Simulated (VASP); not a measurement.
**Si2C: single point with PBE**

Crystal: Si2C.

```
CELL_PARAMETERS angstrom
3.48775 0.00000 0.00000
0.00000 3.48775 0.00000
0.00000 0.00000 2.91267
ATOMIC_POSITIONS crystal
Si 0.50000 0.00000 0.50000
Si 0.00000 0.50000 0.50000
C 0.00000 0.00000 0.00000
```

The cell was built from a structure type or drawn by symmetry, and may not be a known phase.

- Program: VASP 6.6.1
- Task: single point
- Functional: PBE
- Potentials or basis: VASP PAW PBE potentials, release 64 (Si, C)
- Cutoff: 520 eV
- k mesh: 6 × 6 × 6
- Occupations: gaussian, width 0.1 eV
- Spin: collinear spin
- Starting moments: [0.0, 0.0, 1.0] μB

| Property | Result |
| --- | --- |
| Pressure | -0.1 GPa |
| Band gap on the k mesh | zero (filled and empty bands overlap) |
| Net moment | 0.00 μB per cell |
| Valence electrons inside the program's atomic spheres | Si 1.55; C 2.25 |

Levels at points of the mesh, in eV from the Fermi level:
Spin up:
```csv
k point,band 4,band 5,band 6,band 7,band 8,band 9
"(0.00, 0.00, 0.00)",-5.00,-3.12,-2.89,2.62,3.60,3.60
"(0.50, 0.00, 0.00)",-2.63,-2.14,-0.66,-0.54,2.65,3.99
"(0.50, 0.50, 0.00)",-7.04,-1.48,2.82,3.55,3.55,5.17
"(0.00, 0.00, 0.50)",-2.81,-1.79,-1.79,-1.26,0.45,0.51
"(0.50, 0.00, 0.50)",-7.28,-2.32,0.44,1.35,1.40,1.40
"(0.50, 0.50, 0.50)",-6.47,-6.04,-6.04,-4.94,0.48,7.76
```
Spin down:
```csv
k point,band 2,band 3,band 4,band 5,band 6,band 7,band 8,band 9,band 10,band 11
"(0.00, 0.00, 0.00)",-6.03,-6.03,-5.00,-3.12,-2.89,2.62,3.60,3.60,6.70,7.59
"(0.50, 0.00, 0.00)",-11.88,-4.94,-2.63,-2.14,-0.66,-0.54,2.65,3.99,5.69,7.67
"(0.50, 0.50, 0.00)",-10.34,-10.34,-7.04,-1.48,2.82,3.55,3.55,5.17,5.17,9.21
"(0.00, 0.00, 0.50)",-12.58,-2.81,-2.81,-1.79,-1.79,-1.26,0.45,0.51,1.40,8.38
"(0.50, 0.00, 0.50)",-10.65,-8.36,-7.28,-2.32,0.44,1.35,1.40,1.40,4.65,5.47
"(0.50, 0.50, 0.50)",-8.97,-6.47,-6.47,-6.04,-6.04,-4.94,0.48,7.76,7.76,8.66
```

It took 18 s on 1 thread of Intel(R) Xeon(R) 6975P-C (Granite Rapids), on a shared host, peak memory 0.17 GiB.
